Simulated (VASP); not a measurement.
A run of VASP 6.6.1:

The input INCAR:

```
SYSTEM = MgO
PREC = Accurate
ENCUT = 520
EDIFF = 1E-7
ISMEAR = 0
SIGMA = 0.05
LREAL = .False.
LASPH = .True.
NELM = 60
ALGO = Normal
ISIF = 2
LWAVE = .False.
LCHARG = .False.
GGA = PS
NBANDS = 26
```

Contents of KPOINTS:

```
regular mesh
0
Gamma
  9 9 4
  0 0 0
```

File POSCAR:

```
MgO
1.0
    3.2553371795      0.0000000000      0.0000000000
   -1.6276685897      2.8192046953      0.0000000000
    0.0000000000      0.0000000000     10.4149514991
Mg O
4 4
Direct
    0.3333333333      0.6666666667      0.9695963559
    0.0000000000      0.0000000000      0.2209473890
    0.0000000000      0.0000000000      0.7209473890
    0.6666666667      0.3333333333      0.4695963559
    0.3333333333      0.6666666667      0.7799156657
   -0.1996720967      0.0000000000      0.5919490456
    0.0000000000      0.0000000000      0.0295387694
    0.6666666667      0.3333333333      0.2799156657
```

Potentials or basis: VASP PAW PBE potentials, release 64 (Mg, O).

The run is started by

```bash
$ cat potpaw_PBE.64/Mg/POTCAR potpaw_PBE.64/O/POTCAR > POTCAR
$ mpirun -np 1 vasp_std > vasp.out
```

Hardware: 1 thread of Oxide Virtual Turin-like Processor (shared host).

Q: How long does it take, and how much memory?

A: Run time: 6.5 min on 1 thread of Oxide Virtual Turin-like Processor, on a shared host, peak memory 0.4 GiB. Counts: scf iterations 17, k points 163.
